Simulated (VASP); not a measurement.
Input of a VASP 6.6.1 run:

The input INCAR:

```
ALGO = Normal ; EDIFF = 1E-6
ENCUT = 520 ; ISIF = 2
ISMEAR = 0 ; ISPIN = 2
LASPH = True ; LCHARG = False
LMAXMIX = 4 ; LORBIT = 11
LREAL = False ; LWAVE = False
MAGMOM = 2 2 -2 -2 0 0 0 0 ; NBANDS = 46
NELM = 150 ; PREC = Accurate
SIGMA = 0.05
```

KPOINTS

```
k-points
0
Gamma
  7 7 4
```

The input POSCAR:

```
TaN
1.0
    3.0500020400      0.0000000000      0.0000000000
   -3.0500020400      5.2827585000      0.0000000000
    0.0000000000      0.0000000000      4.9400015300
Ta N
4 4
Direct
    0.3333333333      0.3333333334      0.0000000000
    0.6666666667      0.1666666666      0.5000000000
    0.3333333333      0.8333333333      0.0000000000
    0.6666666667      0.6666666666      0.5000000000
    0.3333333333      0.3333333334      0.3850000000
    0.6666666667      0.1666666666      0.8850000000
    0.3333333333      0.8333333333      0.3850000000
    0.6666666667      0.6666666666      0.8850000000
```

Potentials or basis: VASP PAW LDA potentials, release 64 (Ta_pv, N).

Launch:

```console
$ cat potpaw_LDA.64/Ta_pv/POTCAR potpaw_LDA.64/N/POTCAR > POTCAR
$ mpirun -np 1 vasp_std > vasp.out
```

**Question.** Predict the largest force.

**Answer.** 2.072 eV/Å.

**Question.** Predict the band gap on the k mesh.

**Answer.** Zero (filled and empty bands overlap).

**Question.** What does it give for the pressure?

**Answer.** 122.2 GPa.

Forces on the atoms (eV/Å):
```
Ta   0.000  0.070  2.070
Ta   0.000 -0.070  2.070
Ta   0.000  0.070  2.070
Ta   0.000 -0.070  2.070
N    0.000  0.083 -2.070
N    0.000 -0.083 -2.070
N    0.000  0.083 -2.070
N    0.000 -0.083 -2.070
```

Caveat: the stress differs along the axes, from 104 to 132 GPa; spin-orbit coupling is left out, which moves the levels of the heavy elements; forces of over 1 eV/Å act on the atoms, so gaps and moduli don't describe the material at rest.
